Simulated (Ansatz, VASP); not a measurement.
# One calculation of Li2Be3C2, two programs

The input INCAR:

```
SYSTEM = Li2Be3C2
  PREC = Accurate
  ENCUT = 600
  EDIFF = 1E-6
  ISMEAR = 0
  SIGMA = 0.1
  LREAL = .False.
  LASPH = .True.
  NELM = 100
  ALGO = Normal
  ISIF = 3
  LWAVE = .False.
  LCHARG = .False.
  GGA = PE
  IBRION = 2
  NSW = 100
  EDIFFG = -0.01
```

File KPOINTS:

```
Automatic mesh
0
Gamma
  18 18 4
  0 0 0
```

File POSCAR:

```
Li2Be3C2
1.0
    2.4908843394      0.0000000000      0.0000000000
   -1.2454421697      2.1571691158      0.0000000000
    0.0000000000      0.0000000000     12.7206821668
Li Be C
2 3 2
Direct
    0.6666666667      0.3333333333      0.8295643320
    0.3333333333      0.6666666667      0.1704356680
    0.3333333333      0.6666666667      0.6638656101
    0.6666666667      0.3333333333      0.3361343899
    0.0000000000      0.0000000000      0.0000000000
    0.3333333333      0.6666666667      0.5104121795
    0.6666666667      0.3333333333      0.4895878205
```

Input for Ansatz:

```yaml
crystal:
  lattice:
    - [2.4908843394, 0.0, 0.0]
    - [-1.2454421697, 2.1571691158, 0.0]
    - [0.0, 0.0, 12.7206821668]
  atoms:
    - { symbol: Li, position: [0.6666666667, 0.3333333333, 0.829564332] }
    - { symbol: Li, position: [0.3333333333, 0.6666666667, 0.170435668] }
    - { symbol: Be, position: [0.3333333333, 0.6666666667, 0.6638656101] }
    - { symbol: Be, position: [0.6666666667, 0.3333333333, 0.3361343899] }
    - { symbol: Be, position: [0.0, 0.0, 0.0] }
    - { symbol: C, position: [0.3333333333, 0.6666666667, 0.5104121795] }
    - { symbol: C, position: [0.6666666667, 0.3333333333, 0.4895878205] }
basis:
  ecutwfc: 420
kpoints:
  mp_grid: { grid: [18, 18, 4] }
hamiltonian:
  xc: pbe
scf:
  occupations: { method: gaussian, width: 0.1 }
output:
  forces: true
  stress: true
  eigenvalues: true
  write_density: true
  write_potential: true
  elf: true
  volumetric_format: npy
relax:
  adjacent_minimum: "off"
  f_tol: 0.01
  max_steps: 80
  cell: { stress_tol: 0.05 }
```

Change from the starting cell: species swapped into the Mg2H2O3 type (P-3m1, No. 164).

Alike in both runs: task relaxation of cell and atoms; functional PBE; k mesh 18 × 18 × 4; occupations gaussian, width 0.1 eV; no spin polarisation.

|  | VASP | Ansatz |
| --- | --- | --- |
| version | VASP 6.6.1 | Ansatz 0.2.0 |
| potentials or method | VASP PAW PBE potentials, release 64 (Li_sv, Be, C), cutoff 600 eV | scalar-relativistic, plane waves, PAW |
| valence electrons in the cell | 20 | 20 |

|  | VASP | Ansatz | Ansatz less VASP |
| --- | --- | --- | --- |
| gap on the k mesh at the Fermi level, each at its own relaxed structure (eV) | none | none | - |
| relaxed volume (Å³/atom) | 11.39 | 12.46 | +1.068 |
| relaxed length of the cell vector where the two differ most in proportion (Å) | 15.706 | 17.185 | +1.4791 |

A gap of «none» marks a metal or a gap that the smearing closes. One of these differences is far larger than is usual between the two programs; its cause wasn't traced.

Noted on VASP's run: the cutoff is under 1.25 times that of the potentials, so the pressure is a little rough; the volume moved by over 15 % at a fixed basis, so the end points are rough.
